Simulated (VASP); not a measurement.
# Al2O3 (P-3m1) in VASP: notebook

Aim: see how the results for Al2O3 move with the level of theory and the settings. Levels: PBEsol, BLYP, LDA. Tasks: single point.

All numbers are computed with VASP 6.6.1; they aren't measurements. Logs are shortened: lines on timing, memory, paths and dates and some standing lists are left out, and cuts for length are marked.

## (1) The cell of the first run

It takes space group P-3m1 (No. 164, trigonal). The conventional cell has a = 3.017 Å, b = 3.017 Å, c = 7.575 Å, α = 90.00°, β = 90.00°, γ = 120.00°. Within 2.2 Å of Al (site symmetry 3m) lie 4 O at 1.68 to 1.84 Å. Within 2.4 Å of O (site symmetry 3m) lie 3 Al at 1.84 Å. Within 2.2 Å of O (site symmetry -3m) lie 2 Al at 1.68 Å.

## (2) Single point, PBEsol

File INCAR:

```
PREC     = Accurate       # precision mode
ENCUT    = 600            # plane-wave cutoff, eV
EDIFF    = 1E-6           # SCF threshold, eV
ISMEAR   = 0              # smearing method
SIGMA    = 0.01           # smearing width, eV
LREAL    = False          # projectors in reciprocal space
LASPH    = True           # aspherical terms in the spheres
NELM     = 120            # most SCF steps
ALGO     = Normal         # electronic algorithm
ISIF     = 2              # what is computed and relaxed
LWAVE    = False          # write WAVECAR
LCHARG   = False          # write CHGCAR
GGA      = PS             # functional
NBANDS   = 20             # bands
GGA_COMPAT= False
```

File KPOINTS:

```
Automatic mesh
0
Gamma
  7 7 3
```

File POSCAR:

```
Al2O3
1.0
    3.0174800000      0.0000000000      0.0000000000
   -1.5087400000      2.6132143354      0.0000000000
    0.0000000000      0.0000000000      7.5746400000
Al O
2 3
Direct
    0.0000000000      0.0000000000      0.2779500000
    0.0000000000      0.0000000000      0.7220500000
    0.3333333333      0.6666666667      0.1994500000
    0.6666666667      0.3333333333      0.8005500000
    0.0000000000      0.0000000000      0.5000000000
```

Potentials or basis: VASP PAW PBE potentials, release 64 (Al, O).

The run is started by

```console
$ cat potpaw_PBE.64/Al/POTCAR potpaw_PBE.64/O/POTCAR > POTCAR
$ mpirun -np 1 vasp_std > vasp.out
```

OUTCAR:

```text
PREC = Accurate
   ENCUT = 600
   EDIFF = 1E-6
   ISMEAR = 0
   LREAL = False
   LASPH = True
   NELM = 120
   ISIF = 2
   GGA = PS

 ion  position               nearest neighbor table
   1  0.000  0.000  0.278-   5 1.68   3 1.84   3 1.84   3 1.84   2 3.36
   2  0.000  0.000  0.722-   5 1.68   4 1.84   4 1.84   4 1.84   1 3.36
   3  0.333  0.667  0.199-   1 1.84   1 1.84   1 1.84
   4  0.667  0.333  0.801-   2 1.84   2 1.84   2 1.84
   5  0.000  0.000  0.500-   1 1.68   2 1.68

  LATTYP: Found a hexagonal cell.
 ALAT       =     3.0174800000
 C/A-ratio  =     2.5102535891

  Lattice vectors:

 A1 = (   3.0174800000,   0.0000000000,   0.0000000000)
 A2 = (  -1.5087400000,   2.6132143354,   0.0000000000)
 A3 = (   0.0000000000,   0.0000000000,   7.5746400000)

Analysis of symmetry for initial positions (statically):
=====================================================================
 Subroutine PRICEL returns:
 Original cell was already a primitive cell.

 Routine SETGRP: Setting up the symmetry group for a
 hexagonal supercell.

 Subroutine GETGRP returns: Found 12 space group operations
 (whereof 12 operations were pure point group operations)
 out of a pool of 24 trial point group operations.

The static configuration has the point symmetry D_3d.

Analysis of symmetry for dynamics (positions and initial velocities):
=====================================================================
 Subroutine PRICEL returns:
 Original cell was already a primitive cell.

 Routine SETGRP: Setting up the symmetry group for a
 hexagonal supercell.

 Subroutine GETGRP returns: Found 12 space group operations
 (whereof 12 operations were pure point group operations)
 out of a pool of 24 trial point group operations.

The dynamic configuration has the point symmetry D_3d.

 Subroutine INISYM returns: Found 12 space group operations
 (whereof 12 operations are pure point group operations),
 and found     1 'primitive' translations

----------------------------------------------------------------------------------------

                                     Primitive cell

  volume of cell :      59.7285

[... 85 lines left out ...]
   LSORBIT =      F    spin-orbit coupling
   LASPH  =      T    aspherical Exc in radial PAW
   ENCUT  =  600.0 eV  44.10 Ry    6.64 a.u.   6.03  6.03 15.13*2*pi/ulx,y,z
   NELM   =    120;   NELMIN=  2; NELMDL= -5     # of ELM steps
   EDIFF  = 0.1E-05   stopping-criterion for ELM
   LREAL  =      F    real-space projection
   EDIFFG = 0.1E-04   stopping-criterion for IOM
   NSW    =      0    number of steps for IOM
   IBRION =     -1    ionic relax: 0-MD 1-quasi-New 2-CG
   NFREE  =      0    steps in history (QN), initial steepest desc. (CG)
   ISIF   =      2    stress and relaxation
   ISYM   =      2    0-nonsym 1-usesym 2-fastsym
   POTIM  = 0.5000    time-step for ionic-motion
   TEBEG  =    0.0;   TEEND  =   0.0 temperature during run
   PSTRESS=    0.0 pullay stress
   NELECT =      24.0000    total number of electrons
   NUPDOWN=      -1.0000    fix difference up-down
   EMIN   =  10.00;   EMAX   =-10.00  energy-range for DOS
   EFERMI =   0.00;   METHOD = LEGACY
   ISMEAR =     0;   SIGMA  =   0.01  broadening in eV -4-tet -1-fermi 0-gaus
   EFERMI_NEDOS =   21; number of points for ismear=-14 and -15
   IALGO  =     38    algorithm
   IMIX   =      4    mixing-type and parameters
     AMIX     =   0.40;   BMIX     =  1.00
     AMIX_MAG =   1.60;   BMIX_MAG =  1.00
  volume/ion in A,a.u.               =      11.95        80.61
  Fermi-wavevector in a.u.,A,eV,Ry     =   1.208050  2.282883 19.856123  1.459384
  Thomas-Fermi vector in A             =   2.343669
   LORBIT       =      0    0 simple, 1 ext, 2 COOP (PROOUT), +10 PAW based schemes
   GGA     = PS    functional components
   LHFCALC =     F    Hartree Fock is set to
   AEXX    =    0.0000 exact exchange contribution
   IVDW    =     0    specifies the selected vdW correction
   LEPSILON=     F    determine dielectric tensor
   LRPA    =     F    only Hartree local field effects (RPA)
 non-spin polarized calculation
 Gauss-broadening in eV      SIGMA  =   0.01
  energy-cutoff  :      600.00
  volume of cell :       59.73
 maximum number of plane-waves:      2016
   NGX = 13   NGY = 13   NGZ = 31

 number of electron      24.0000008 magnetization

 Free energy of the ion-electron system (eV)
  ---------------------------------------------------
  ext. energy  EPLUGINS =         0.00000000
  ---------------------------------------------------
  free energy    TOTEN  =       -37.73646224 eV

  energy without entropy =      -37.73646224  energy(sigma->0) =      -37.73646224

 E-fermi :   3.7864     XC(G=0):  -9.9409

 val. band max:        3.7433365498   @ k =   0.0000   0.0000   0.0000
 cond. band min:       5.9383160659   @ k =   0.0000   0.0000   0.0000
 fundamental gap:      2.1949795161
 Fermi energy:         3.7863946435

 k-point     1 :       0.0000    0.0000    0.0000
  band No.  band energies     occupation
      1     -15.8040      2.00000
      2     -15.6073      2.00000
      3     -13.0427      2.00000
      4      -2.1405      2.00000
      5      -0.7775      2.00000
      6       0.0110      2.00000
[... 449 lines left out ...]
     19      14.8264      0.00000
     20      15.4610      0.00000

------------------------ aborting loop because EDIFF is reached ----------------------------------------

  FORCE on cell =-STRESS in cart. coord.  units (eV):
  Direction    XX          YY          ZZ          XY          YZ          ZX
  --------------------------------------------------------------------------------------
  -------------------------------------------------------------------------------------
  Total       -1.5395690     -1.5395690     -1.0519424      0.0000000      0.0000000      0.0000000
  in kB      -41.2979319    -41.2979319    -28.2176670      0.0000000      0.0000000      0.0000000
  external PRESSURE =     -36.9378436 kB  Pullay stress =       0.0000000 kB

 VOLUME and BASIS-vectors are now :
 -----------------------------------------------------------------------------
  energy-cutoff  :      600.00
  volume of cell :       59.73
      direct lattice vectors                 reciprocal lattice vectors
     3.017480000  0.000000000  0.000000000     0.331402362  0.191335243  0.000000000
    -1.508740000  2.613214335  0.000000000     0.000000000  0.382670486  0.000000000
     0.000000000  0.000000000  7.574640000     0.000000000  0.000000000  0.132019476

 POSITION                                       TOTAL-FORCE (eV/Angst)
 -----------------------------------------------------------------------------------
      0.00000      0.00000      2.10537        -0.000000      0.000000      0.093501
      0.00000      0.00000      5.46927        -0.000000     -0.000000     -0.093501
     -0.00000      1.74214      1.51076         0.000000     -0.000000      0.189623
      1.50874      0.87107      6.06388        -0.000000      0.000000     -0.189623
      0.00000      0.00000      3.78732         0.000000      0.000000      0.000000
 -----------------------------------------------------------------------------------
    total drift:                                0.000000     -0.000000      0.000000

  FREE ENERGIE OF THE ION-ELECTRON SYSTEM (eV)
  ---------------------------------------------------
  free  energy   TOTEN  =       -37.7364622436 eV

  energy  without entropy=      -37.7364622435  energy(sigma->0) =      -37.73646224
```

It took 24 s on 1 thread of Intel Xeon Platinum 8488C (Sapphire Rapids), shared host; peak memory 0.18 GiB.

Results:

| Quantity | Value |
| --- | --- |
| Free energy | -37.7365 eV |
| Pressure | -3.7 GPa |
| Largest force | 0.190 eV/Å |
| Band gap on the k mesh | 2.19 eV |

Forces in eV/Å, atoms in the order of the input:
```
Al   0.000  0.000  0.094
Al   0.000  0.000 -0.094
O    0.000  0.000  0.190
O    0.000  0.000 -0.190
O    0.000  0.000  0.000
```

Caveat: the cell stands under tension; the PAW data sets were made with another functional, which shifts forces and pressure a little.

## (3) Single point, BLYP

File INCAR:

```
  AGGAC = 1.0
  AGGAX = 1.0
  ALDAC = 0.0
  ALDAX = 1.0
  ALGO = Normal
  EDIFF = 1E-6
  ENCUT = 600
  GGA = B5
  GGA_COMPAT = False
  ISIF = 2
  ISMEAR = 0
  LASPH = True
  LCHARG = False
  LREAL = False
  LWAVE = False
  NBANDS = 20
  NELM = 120
  PREC = Accurate
  SIGMA = 0.01
```

File KPOINTS:

```
k-points
0
Gamma
  7 7 3
```

POSCAR is that of step 2.

Potentials or basis: VASP PAW PBE potentials, release 64 (Al, O).

The run is started by

```console
$ cat potpaw_PBE.64/Al/POTCAR potpaw_PBE.64/O/POTCAR > POTCAR
$ mpirun -np 1 vasp_std > vasp.out
```

Wall time 37 s (1 thread of Intel Xeon Platinum 8488C (Sapphire Rapids), shared host); peak memory 0.18 GiB.

Results (log left out):

```
Free energy            : -34.8318 eV
Pressure               : 1.8 GPa
Largest force          : 0.141 eV/Å
Band gap on the k mesh : 2.46 eV
```

Forces on the atoms (eV/Å):
```
Al   0.000  0.000 -0.066
Al   0.000  0.000  0.066
O    0.000  0.000  0.141
O    0.000  0.000 -0.141
O    0.000  0.000  0.000
```

Stress tensor (GPa, compression positive):
```
2.16 0.00 0.00
0.00 2.16 0.00
0.00 0.00 1.15
```

Levels at points of the mesh, in eV from the valence-band top:
| k point | band 10 | band 11 | band 12 | band 13 | band 14 | band 15 |
| --- | --- | --- | --- | --- | --- | --- |
| (0.00, 0.00, 0.00) | -2.35 | 0.00 | 0.00 | 2.46 | 4.42 | 7.54 |

Caveat: the PAW data sets were made with another functional, which shifts forces and pressure a little; an odd mesh through Γ misses points on the zone boundary, where band edges can lie.

[end of part 1 of 2]
